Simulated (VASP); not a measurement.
# Mg6NO6 in VASP: notebook

The runs below take Mg6NO6 through single point, with PBE.

Program: VASP 6.6.1. These are calculated values, not measurements. Logs are shortened: lines on timing, memory, paths and dates and some standing lists are left out, and cuts for length are marked.

## (1) The cell of the first run

The cell holds a slab with vacuum, 26 atoms: a = 6.017 Å, b = 6.017 Å, c = 20.880 Å, α = 90.00°, β = 90.00°, γ = 90.00°.

## (2) Single point, PBE

Input file INCAR:

```
SYSTEM = Mg6NO6
ALGO = Normal ; DIPOL = 0.5 0.5 0.316
EDIFF = 1E-7 ; ENCUT = 520
GGA = PE ; IDIPOL = 3
ISIF = 2 ; ISMEAR = 0
LASPH = .TRUE. ; LCHARG = .FALSE.
LDIPOL = .TRUE. ; LREAL = Auto
LWAVE = .FALSE. ; NBANDS = 72
NELM = 80 ; PREC = Accurate
SIGMA = 0.05
```

Input file KPOINTS:

```
k-points
0
G
  5 5 1
  0 0 0
```

Input file POSCAR:

```
Mg6NO6
1.0
    6.0171792582      0.0000000000      0.0000000000
    0.0000000000      6.0171792582      0.0000000000
    0.0000000000      0.0000000000     20.8799623436
Mg O N
12 12 2
Direct
    0.2500000000      0.2500000000      0.1915712267
    0.2500000000      0.7500000000      0.1915712267
    0.7500000000      0.2500000000      0.1915712267
    0.7500000000      0.7500000000      0.1915712267
    0.0000000000      0.0000000000      0.2936999204
    0.0000000000      0.5000000000      0.2936999204
    0.5000000000      0.0000000000      0.2936999204
    0.5000000000      0.5000000000      0.2936999204
    0.2500000000      0.2500000000      0.3942063725
    0.2500000000      0.7500000000      0.3942063725
    0.7500000000      0.2500000000      0.3942063725
    0.7500000000      0.7500000000      0.3942063725
    0.0000000000      0.0000000000      0.1915712267
    0.0000000000      0.5000000000      0.1915712267
    0.5000000000      0.0000000000      0.1915712267
    0.5000000000      0.5000000000      0.1915712267
    0.2500000000      0.2500000000      0.2932336620
    0.2500000000      0.7500000000      0.2932336620
    0.7500000000      0.2500000000      0.2932336620
    0.7500000000      0.7500000000      0.2932336620
    0.0000000000      0.0000000000      0.3965506358
    0.0000000000      0.5000000000      0.3965506358
    0.5000000000      0.0000000000      0.3965506358
    0.5000000000      0.5000000000      0.3965506358
    0.1250000000      0.2500000000      0.5593061811
    0.1250000000      0.2500000000      0.6120923360
```

Potentials or basis: VASP PAW PBE potentials, release 64 (Mg, O, N).

The run is started by

```bash
cat potpaw_PBE.64/Mg/POTCAR potpaw_PBE.64/O/POTCAR potpaw_PBE.64/N/POTCAR > POTCAR
mpirun -np 1 vasp_std > vasp.out
```

OUTCAR:

```text
SYSTEM = Mg6NO6
   EDIFF = 1E-7
   ENCUT = 520
   GGA = PE
   ISIF = 2
   ISMEAR = 0
   LASPH = .TRUE.
   LREAL = Auto
   NELM = 80
   PREC = Accurate

 ion  position               nearest neighbor table
   1  0.250  0.250  0.192-  17 2.12  14 2.13  15 2.13  16 2.13  13 2.13   3 3.01   2 3.01   2 3.01
                             3 3.01   8 3.01   5 3.01   6 3.01   7 3.01
   2  0.250  0.750  0.192-  18 2.12  14 2.13  15 2.13  16 2.13  13 2.13   4 3.01   1 3.01   1 3.01
                             4 3.01   8 3.01   5 3.01   6 3.01   7 3.01
   3  0.750  0.250  0.192-  19 2.12  14 2.13  15 2.13  16 2.13  13 2.13   4 3.01   1 3.01   4 3.01
                             1 3.01   8 3.01   5 3.01   6 3.01   7 3.01
   4  0.750  0.750  0.192-  20 2.12  14 2.13  15 2.13  16 2.13  13 2.13   3 3.01   2 3.01   3 3.01
                             2 3.01   8 3.01   5 3.01   6 3.01   7 3.01
   5  0.000  0.000  0.294-  17 2.13  18 2.13  19 2.13  20 2.13  13 2.13  21 2.15  11 2.99  12 2.99
                             9 2.99  10 2.99   6 3.01   7 3.01   6 3.01   7 3.01   3 3.01   4 3.01
   6  0.000  0.500  0.294-  17 2.13  18 2.13  19 2.13  20 2.13  14 2.13  22 2.15  11 2.99  12 2.99
                             9 2.99  10 2.99   5 3.01   8 3.01   5 3.01   8 3.01   3 3.01   4 3.01
   7  0.500  0.000  0.294-  17 2.13  18 2.13  19 2.13  20 2.13  15 2.13  23 2.15  11 2.99  12 2.99
                             9 2.99  10 2.99   5 3.01   8 3.01   8 3.01   5 3.01   3 3.01   4 3.01
   8  0.500  0.500  0.294-  17 2.13  18 2.13  19 2.13  20 2.13  16 2.13  24 2.15  11 2.99  12 2.99
                             9 2.99  10 2.99   6 3.01   7 3.01   7 3.01   6 3.01   3 3.01   4 3.01
   9  0.250  0.250  0.394-  17 2.11  21 2.13  22 2.13  23 2.13  24 2.13   6 2.99   7 2.99   8 2.99
[... 4 lines left out ...]
                             5 2.99  12 3.01   9 3.01  12 3.01   9 3.01
  12  0.750  0.750  0.394-  20 2.11  21 2.13  22 2.13  23 2.13  24 2.13   6 2.99   7 2.99   8 2.99
                             5 2.99  11 3.01  10 3.01  11 3.01  10 3.01
  13  0.000  0.000  0.192-   1 2.13   2 2.13   3 2.13   4 2.13   5 2.13
  14  0.000  0.500  0.192-   1 2.13   2 2.13   3 2.13   4 2.13   6 2.13
  15  0.500  0.000  0.192-   1 2.13   2 2.13   3 2.13   4 2.13   7 2.13
  16  0.500  0.500  0.192-   1 2.13   2 2.13   3 2.13   4 2.13   8 2.13
  17  0.250  0.250  0.293-   9 2.11   1 2.12   6 2.13   7 2.13   8 2.13   5 2.13
  18  0.250  0.750  0.293-  10 2.11   2 2.12   6 2.13   7 2.13   8 2.13   5 2.13
  19  0.750  0.250  0.293-  11 2.11   3 2.12   6 2.13   7 2.13   8 2.13   5 2.13
  20  0.750  0.750  0.293-  12 2.11   4 2.12   6 2.13   7 2.13   8 2.13   5 2.13
  21  0.000  0.000  0.397-   9 2.13  10 2.13  11 2.13  12 2.13   5 2.15
  22  0.000  0.500  0.397-   9 2.13  10 2.13  11 2.13  12 2.13   6 2.15
  23  0.500  0.000  0.397-   9 2.13  10 2.13  11 2.13  12 2.13   7 2.15
  24  0.500  0.500  0.397-   9 2.13  10 2.13  11 2.13  12 2.13   8 2.15
  25  0.125  0.250  0.559-  26 1.10
  26  0.125  0.250  0.612-  25 1.10

  LATTYP: Found a simple tetragonal cell.
 ALAT       =     6.0171792582
 C/A-ratio  =     3.4700582196

  Lattice vectors:

 A1 = (   6.0171792582,   0.0000000000,   0.0000000000)
 A2 = (   0.0000000000,   6.0171792582,   0.0000000000)
[... 186 lines left out ...]
   LORBIT       =      0    0 simple, 1 ext, 2 COOP (PROOUT), +10 PAW based schemes
   GGA     = PE    functional components
   LHFCALC =     F    Hartree Fock is set to
   AEXX    =    0.0000 exact exchange contribution
   IVDW    =     0    specifies the selected vdW correction
   LEPSILON=     F    determine dielectric tensor
   LRPA    =     F    only Hartree local field effects (RPA)
 non-spin polarized calculation
 Gauss-broadening in eV      SIGMA  =   0.05
  energy-cutoff  :      520.00
  volume of cell :      755.99
 maximum number of plane-waves:     20372
 NGX is ok and might be reduce to    48
   NGX = 23   NGY = 23   NGZ = 77

 dipolmoment           0.000000      0.000000     -0.027239 electrons x Angstroem

 number of electron     106.0000003 magnetization

 dipolmoment           0.000000      0.000000      0.074578 electrons x Angstroem

 Free energy of the ion-electron system (eV)
  ---------------------------------------------------
  ext. energy  EPLUGINS =         0.00000000
  ---------------------------------------------------
  free energy    TOTEN  =      -155.46364797 eV

  energy without entropy =     -155.46364797  energy(sigma->0) =     -155.46364797

 E-fermi :  -2.0425     XC(G=0):  -4.5574

 val. band max:       -2.3641351634   @ k =   0.0000   0.0000   0.0000
 cond. band min:       0.6663967964   @ k =   0.4000   0.0000   0.0000
 fundamental gap:      3.0305319597
 Fermi energy:        -2.0425438494

 k-point     1 :       0.0000    0.0000    0.0000
  band No.  band energies     occupation
      1     -25.6235      2.00000
      2     -19.0941      2.00000
      3     -18.3340      2.00000
      4     -18.2788      2.00000
      5     -18.2783      2.00000
      6     -17.9753      2.00000
[... 601 lines left out ...]
     64       4.2995      0.00000
     65       4.5127      0.00000
 [bands above 65 left out]

------------------------ aborting loop because EDIFF is reached ----------------------------------------

 vacuum level on the upper side and lower side of the slab       (xc-potential included)         0.115        -0.196

  FORCE on cell =-STRESS in cart. coord.  units (eV):
  Direction    XX          YY          ZZ          XY          YZ          ZX
  --------------------------------------------------------------------------------------
  -------------------------------------------------------------------------------------
  Total      -16.2414993    -16.1825819      1.0584028      0.0000000      0.0000000      0.0735312
  in kB      -34.4208102    -34.2959459      2.2430862      0.0000000      0.0000000      0.1558355
  external PRESSURE =     -22.1578900 kB  Pullay stress =       0.0000000 kB

 VOLUME and BASIS-vectors are now :
 -----------------------------------------------------------------------------
  energy-cutoff  :      520.00
  volume of cell :      755.99
      direct lattice vectors                 reciprocal lattice vectors
     6.017179258  0.000000000  0.000000000     0.166190827  0.000000000  0.000000000
     0.000000000  6.017179258  0.000000000     0.000000000  0.166190827  0.000000000
     0.000000000  0.000000000 20.879962344     0.000000000  0.000000000  0.047892807

 POSITION                                       TOTAL-FORCE (eV/Angst)
 -----------------------------------------------------------------------------------
      1.50429      1.50429      4.00000         0.000361      0.000000      0.451978
      1.50429      4.51288      4.00000         0.000195      0.000000      0.452852
      4.51288      1.50429      4.00000        -0.000208      0.000000      0.452522
      4.51288      4.51288      4.00000        -0.000382      0.000000      0.453673
      0.00000      0.00000      6.13244        -0.001697     -0.002920     -0.016071
      0.00000      3.00859      6.13244        -0.001697      0.002920     -0.016071
[... 18 lines left out ...]
      0.75215      1.50429     11.67829         0.041295      0.000000     -1.750141
      0.75215      1.50429     12.78046        -0.015998      0.000000      1.746335
 -----------------------------------------------------------------------------------
    total drift:                                0.000302     -0.000000      0.031029

  FREE ENERGIE OF THE ION-ELECTRON SYSTEM (eV)
  ---------------------------------------------------
  free  energy   TOTEN  =      -155.4636479672 eV

  energy  without entropy=     -155.4636479672  energy(sigma->0) =     -155.46364797

 vacuum level on the upper side and lower side of the slab         2.789         2.470
```

OSZICAR:

```text
N       E                     dE             d eps       ncg     rms          rms(c)
DAV:   1     0.922989520510E+03    0.92299E+03   -0.42948E+04  1352   0.117E+03
DAV:   2    -0.736263889681E+01   -0.93035E+03   -0.90064E+03  1840   0.281E+02
DAV:   3    -0.176523732384E+03   -0.16916E+03   -0.16809E+03  1568   0.126E+02
[... 20 lines left out ...]
DAV:  24    -0.155463621207E+03   -0.10154E-04   -0.59682E-06  1456   0.102E-02    0.353E-03
DAV:  25    -0.155463644187E+03   -0.22979E-04   -0.53484E-06  1392   0.814E-03    0.293E-03
DAV:  26    -0.155463647383E+03   -0.31963E-05   -0.67732E-07  1464   0.314E-03    0.418E-03
DAV:  27    -0.155463647755E+03   -0.37220E-06   -0.93711E-07  1400   0.410E-03    0.159E-03
DAV:  28    -0.155463647975E+03   -0.21943E-06   -0.63156E-07  1344   0.298E-03    0.600E-04
DAV:  29    -0.155463647967E+03    0.74051E-08   -0.43438E-08  1016   0.904E-04
   1 F= -.15546365E+03 E0= -.15546365E+03  d E =-.243609E-20
```

Run time: 11 min. Hardware: 1 thread of Intel Xeon 6975P-C (Granite Rapids), shared host; peak memory 0.89 GiB.

What came out:

```yaml
Free_energy: -155.4636 eV
Largest_force: 1.751 eV/Å
Band_gap_on_the_k_mesh: 3.03 eV (least direct gap 3.08 eV)
```

Forces on the atoms (eV/Å):
```
Mg   0.000  0.000  0.452
Mg   0.000  0.000  0.453
Mg   0.000  0.000  0.453
Mg   0.000  0.000  0.454
Mg  -0.002 -0.003 -0.016
Mg  -0.002  0.003 -0.016
Mg   0.001 -0.001 -0.027
Mg   0.001  0.001 -0.027
Mg  -0.030  0.000  0.022
Mg  -0.015  0.000 -0.060
Mg   0.020  0.000 -0.052
Mg   0.015  0.000 -0.068
O    0.000  0.000 -0.423
O    0.000  0.000 -0.423
O    0.000  0.000 -0.424
O    0.000  0.000 -0.424
O    0.003  0.000  0.032
O    0.005  0.000  0.030
O   -0.004  0.000  0.031
O   -0.006  0.000  0.026
O   -0.012 -0.020 -0.013
O   -0.012  0.020 -0.013
O    0.005 -0.005  0.020
O    0.005  0.005  0.020
N    0.041  0.000 -1.750
N   -0.016  0.000  1.746
```

Levels at points of the mesh, in eV from the valence-band top:
| k point | band 50 | band 51 | band 52 | band 53 | band 54 | band 55 | band 56 | band 57 |
| --- | --- | --- | --- | --- | --- | --- | --- | --- |
| (0.00, 0.00, 0.00) | -0.20 | -0.20 | 0.00 | 0.00 | 3.09 | 3.12 | 3.25 | 3.91 |

Caveat: the standard files for N, O and F lose accuracy on very short bonds.

(Part 1 of 2 ends here.)
